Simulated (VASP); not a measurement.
Write the native input for VASP 6.6.1 that does the following.

* Task: single point
* Functional: r2SCAN
* Potentials or basis: VASP PAW PBE potentials, release 64 (Mn_sv, Sb_d_GW)
* Cutoff: 750 eV
* k mesh: 5 × 5 × 5
* Occupations: tetrahedron
* Spin: no spin polarisation
* Dipole correction: no
* Further INCAR settings: ALGO = Normal; EDIFF = 1e-06; NBANDS = 38

The system is Mn3Sb.

```
CELL_PARAMETERS angstrom
4.03477 0.00000 0.00000
0.00000 4.03477 0.00000
0.00000 0.00000 4.03477
ATOMIC_POSITIONS crystal
Mn 0.00000 0.50000 0.50000
Mn 0.50000 0.00000 0.50000
Mn 0.50000 0.50000 0.00000
Sb 0.00000 0.00000 0.00000
```

These files were run (other wordings do the same):

POSCAR

```
Mn3Sb
1.0
    4.0347720000      0.0000000000      0.0000000000
    0.0000000000      4.0347720000      0.0000000000
    0.0000000000      0.0000000000      4.0347720000
Mn Sb
3 1
Direct
    0.0000000000      0.5000000000      0.5000000000
    0.5000000000      0.0000000000      0.5000000000
    0.5000000000      0.5000000000      0.0000000000
    0.0000000000      0.0000000000      0.0000000000
```

INCAR.step1

```
PREC     = Accurate       # precision mode
ENCUT    = 750            # plane-wave cutoff, eV
ISMEAR   = -5             # smearing method
SIGMA    = 0.1            # smearing width, eV
LREAL    = False          # projectors in reciprocal space
LASPH    = True           # aspherical terms in the spheres
NELM     = 120            # most SCF steps
NBANDS   = 38             # bands
GGA      = PE             # functional
ALGO     = Normal         # electronic algorithm
EDIFF    = 1E-5           # SCF threshold, eV
LWAVE    = True           # write WAVECAR
LCHARG   = False          # write CHGCAR
GGA_COMPAT= False
```

INCAR.step2

```
PREC     = Accurate       # precision mode
ENCUT    = 750            # plane-wave cutoff, eV
EDIFF    = 1E-6           # SCF threshold, eV
ISMEAR   = -5             # smearing method
SIGMA    = 0.1            # smearing width, eV
LREAL    = False          # projectors in reciprocal space
LASPH    = True           # aspherical terms in the spheres
NELM     = 120            # most SCF steps
ALGO     = Normal         # electronic algorithm
ISIF     = 2              # what is computed and relaxed
LWAVE    = False          # write WAVECAR
LCHARG   = False          # write CHGCAR
METAGGA  = R2SCAN         # meta-GGA
LMIXTAU  = True         
NBANDS   = 38             # bands
ISTART   = 1            
GGA_COMPAT= False
```

KPOINTS

```
Automatic mesh
0
Gamma
  5 5 5
```

Potentials or basis: VASP PAW PBE potentials, release 64 (Mn_sv, Sb_d_GW).

Run with:

```console
$ cat potpaw_PBE.64/Mn_sv/POTCAR potpaw_PBE.64/Sb_d_GW/POTCAR > POTCAR
$ cp INCAR.step1 INCAR
$ mpirun -np 1 vasp_std > vasp.out
$ cp INCAR.step2 INCAR
$ mpirun -np 1 vasp_std > vasp.out
```

It gave:

```json
{"Pressure": "-30.8 GPa", "Band gap on the k mesh": "zero (bands 30 and 31 overlap by 0.27 eV)"}
```

Caveat: the cell stands under tension; the PAW data sets were made with another functional, which shifts forces and pressure a little; spin-orbit coupling is left out, which moves the levels of the heavy elements; the run has no spin polarisation, though such a crystal can be magnetic; tetrahedron occupations give inexact forces and stress in metals.

Wall time 11 min on 1 thread of AMD EPYC 7R43 64-Core Processor (Zen 3), on a shared host, peak memory 0.22 GiB.
